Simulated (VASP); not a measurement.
Wanted: the native input for a VASP 6.6.1 run.

* Task: single point
* Functional: PBE
* Potentials or basis: VASP PAW PBE potentials, release 64 (Hf_pv, Si, F)
* Cutoff: 520 eV
* k mesh: 6 × 6 × 6
* Occupations: gaussian, width 0.1 eV
* Spin: no spin polarisation
* Dipole correction: no
* Further INCAR settings: ALGO = Normal; EDIFF = 1e-06; NBANDS = 32

The structure of Hf3Si2F lies in POSCAR:

```
Hf3Si2F
1.0
   -2.5804562722      2.5804562722      4.6249700101
    2.5804562722     -2.5804562722      4.6249700101
    2.5804562722      2.5804562722     -4.6249700101
Hf Si F
3 2 1
Direct
    0.7500000000      0.2500000000      0.5000000000
    0.2500000000      0.7500000000      0.5000000000
    0.0000000000      0.0000000000      0.0000000000
    0.3059258441      0.3059258441      0.0000000000
    0.6940741559      0.6940741559      0.0000000000
    0.5000000000      0.5000000000      0.0000000000
```

The cell was generated, and may not be a known phase.

One way to write it, as run:

INCAR

```
SYSTEM = Hf3Si2F
PREC     = Accurate       ! precision mode
ENCUT    = 520            ! plane-wave cutoff, eV
EDIFF    = 1E-6           ! SCF threshold, eV
ISMEAR   = 0              ! smearing method
SIGMA    = 0.1            ! smearing width, eV
LREAL    = .FALSE.        ! projectors in reciprocal space
LASPH    = .TRUE.         ! aspherical terms in the spheres
NELM     = 80             ! most SCF steps
ALGO     = Normal         ! electronic algorithm
ISIF     = 2              ! what is computed and relaxed
LWAVE    = .FALSE.        ! write WAVECAR
LCHARG   = .FALSE.        ! write CHGCAR
GGA      = PE             ! functional
NBANDS   = 32             ! bands
```

KPOINTS

```
regular mesh
0
G
  6 6 6
  0 0 0
```

Potentials or basis: VASP PAW PBE potentials, release 64 (Hf_pv, Si, F).

The run is started by

```console
$ cat potpaw_PBE.64/Hf_pv/POTCAR potpaw_PBE.64/Si/POTCAR potpaw_PBE.64/F/POTCAR > POTCAR
$ mpirun -np 1 vasp_std > vasp.out
```

It gave:

```yaml
Pressure: 0.0 GPa
Largest_force: 0.015 eV/Å
Band_gap_on_the_k_mesh: zero (an odd number of electrons rules out a gap without spin polarisation)
```

Caveat: spin-orbit coupling is left out, which moves the levels of the heavy elements; an odd number of electrons without spin polarisation forces a metal; a magnetic or distorted state may lie lower.

It took 4.8 min on 1 thread of Intel Xeon 8259CL (shared host), peak memory 0.38 GiB.
